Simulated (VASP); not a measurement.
Input of a VASP 6.6.1 run:

Contents of INCAR:

```
  ALGO = Normal
  EDIFF = 1E-6
  ENCUT = 600
  GGA = PS
  GGA_COMPAT = False
  ISIF = 2
  ISMEAR = 0
  LASPH = True
  LCHARG = False
  LREAL = False
  LWAVE = False
  NBANDS = 24
  NELM = 120
  PREC = Accurate
  SIGMA = 0.02
```

File KPOINTS:

```
k-points
0
Gamma
  6 6 6
```

POSCAR

```
KMgF3
1.0
    4.1708601983      0.0000000000      0.0000000000
    0.0000000000      3.9547242063      0.0000000000
    0.0000000000      0.0000000000      3.9547242063
K Mg F
1 1 3
Direct
    0.5000000000      0.5000000000      0.5000000000
    0.0000000000      0.0000000000      0.0000000000
    0.0000000000      0.5000000000      0.0000000000
    0.0000000000      0.0000000000      0.5000000000
    0.5000000000      0.0000000000      0.0000000000
```

Potentials or basis: VASP PAW PBE potentials, release 64 (K_sv, Mg, F).

Command:

```sh
$ cat potpaw_PBE.64/K_sv/POTCAR potpaw_PBE.64/Mg/POTCAR potpaw_PBE.64/F/POTCAR > POTCAR
$ mpirun -np 1 vasp_std > vasp.out
```

(1) Predict the pressure.

(2) What does it give for the band gap on the k mesh?

## Answers

(1) -1.9 GPa.

(2) 6.88 eV, indirect (least direct gap 7.22 eV).

Caveat: the cell differs from its parent crystal (uniaxial strain along a: +4.5 %, then relaxed in part); the PAW data sets were made with another functional, which shifts forces and pressure a little.
